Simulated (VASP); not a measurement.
Wanted: the native input for a VASP 6.6.1 run.

```
Task                   : single point
Functional             : r2SCAN
Potentials or basis    : VASP PAW PBE potentials, release 64 (Cu)
Cutoff                 : 520 eV
k mesh                 : 14 × 14 × 1
Occupations            : fermi-dirac, width 0.05 eV
Spin                   : no spin polarisation
Dipole correction      : yes
Further INCAR settings : ALGO = Normal; EDIFF = 1e-06; NBANDS = 36
```

The system is Cu, a slab with vacuum.

```
Cu
1.0
     2.52884    0.00000    0.00000
     0.00000    2.52884    0.00000
     0.00000    0.00000   23.15260
Cu
5
Cartesian
  0.0000 0.0000 8.0580
  1.2644 1.2644 9.7836
  0.0000 0.0000 11.5763
  1.2644 1.2644 13.3690
  0.0000 0.0000 15.0946
```

These files were run (other wordings do the same):

POSCAR

```
Cu
1.0
    2.5288403170      0.0000000000      0.0000000000
    0.0000000000      2.5288403170      0.0000000000
    0.0000000000      0.0000000000     23.1526000000
Cu
5
Direct
    0.0000000000      0.0000000000      0.3480379005
    0.5000000000      0.5000000000      0.4225704431
    0.0000000000      0.0000000000      0.4999999986
    0.5000000000      0.5000000000      0.5774295568
    0.0000000000      0.0000000000      0.6519621009
```

INCAR.step1

```
SYSTEM = Cu
  PREC = Accurate
  ENCUT = 520
  ISMEAR = -1
  SIGMA = 0.05
  LREAL = .FALSE.
  LASPH = .TRUE.
  NELM = 60
  LDIPOL = .TRUE.
  IDIPOL = 3
  DIPOL = 0.5 0.5 0.500
  NBANDS = 36
  GGA = PE
  ALGO = Normal
  EDIFF = 1E-4
  LWAVE = .TRUE.
  LCHARG = .FALSE.
```

INCAR.step2

```
SYSTEM = Cu
  PREC = Accurate
  ENCUT = 520
  EDIFF = 1E-6
  ISMEAR = -1
  SIGMA = 0.05
  LREAL = .FALSE.
  LASPH = .TRUE.
  NELM = 60
  ALGO = Normal
  ISIF = 2
  LWAVE = .FALSE.
  LCHARG = .TRUE.
  LDIPOL = .TRUE.
  IDIPOL = 3
  DIPOL = 0.5 0.5 0.500
  METAGGA = R2SCAN
  LMIXTAU = .TRUE.
  LELF = .TRUE.
  LVHAR = .TRUE.
  LVACPOTAV = .TRUE.
  NBANDS = 36
  ISTART = 1
```

KPOINTS

```
Automatic mesh
0
G
  14 14 1
  0 0 0
```

Potentials or basis: VASP PAW PBE potentials, release 64 (Cu).

Run with:

```sh
$ cat potpaw_PBE.64/Cu/POTCAR > POTCAR
$ cp INCAR.step1 INCAR
$ mpirun -np 1 vasp_std > vasp.out
$ cp INCAR.step2 INCAR
$ mpirun -np 1 vasp_std > vasp.out
```

Results of the run:

```
Largest force          : 0.031 eV/Å
Band gap on the k mesh : zero (an odd number of electrons rules out a gap without spin polarisation)
```

Caveat: the PAW data sets were made with another functional, which shifts forces and pressure a little.

It took 35 min on 1 thread of Intel Xeon 8259CL, with other jobs on the host, peak memory 0.36 GiB.
